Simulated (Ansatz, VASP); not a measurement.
# One calculation of Tl2Ni2O3, two programs

```xyz
14
Lattice="5.9773 0.0000 0.0000 0.0000 6.1129 0.0000 -2.7965 0.0000 5.3605" Properties=species:S:1:pos:R:3 pbc="T T T"
Ni    1.7983    0.7458    0.3913
Ni    2.7808    3.8022    2.2889
Ni    1.3826    5.3671    4.9692
Ni    0.4000    2.3107    3.0716
Tl   -0.2408    5.1715    2.2032
Tl    4.8199    2.1151    0.4771
Tl    3.4216    0.9414    3.1574
Tl   -1.6390    3.9978    4.8834
O     1.5328    2.5980    1.3241
O     3.0462    5.6544    1.3562
O     1.6480    3.5149    4.0365
O     0.1346    0.4585    4.0043
O     0.0000    0.0000    0.0000
O    -1.3982    3.0564    2.6803
```

Alike in both runs: task single point; functional PBE; k mesh 4 × 3 × 4; occupations fermi-dirac, width 0.0573 eV; collinear spin; Hubbard terms Ni d U = 5.36 eV.

|  | VASP | Ansatz |
| --- | --- | --- |
| version | VASP 6.6.1 | Ansatz 0.2.0 |
| potentials or method | VASP PAW PBE potentials, release 64 (Ni, Tl_d, O), cutoff 600 eV | PAW plane waves |
| valence electrons in the cell | 128 | 160 |

|  | VASP | Ansatz | Ansatz less VASP |
| --- | --- | --- | --- |
| pressure (GPa) | 13.0 | 15.6 | +2.60 |
| traceless stress, the component that is largest in VASP (GPa) | -6.57 | -6.32 | +0.255 |
| rms of the force components (eV/Å) | 0.685 | 0.646 | -0.0396 |
| net moment per atom (μB) | 0.00 | 0.00 | 0.000 |
| size of the moment on the site where the two differ most (μB) | 1.71 | 1.59 | -0.124 |

Site moments also hang on the region over which each program counts them. The programs project onto different local orbitals, so the same U acts differently, and such runs can settle in different states. Atom by atom the forces differ by 0.078 eV/Å (rms over components). VASP's potentials hold 128 valence electrons a cell and Ansatz's 160, so a difference there can come from the potentials and not from the codes. Ansatz's warnings: filled band counts differ across k points.

Neither program's run includes spin-orbit coupling.
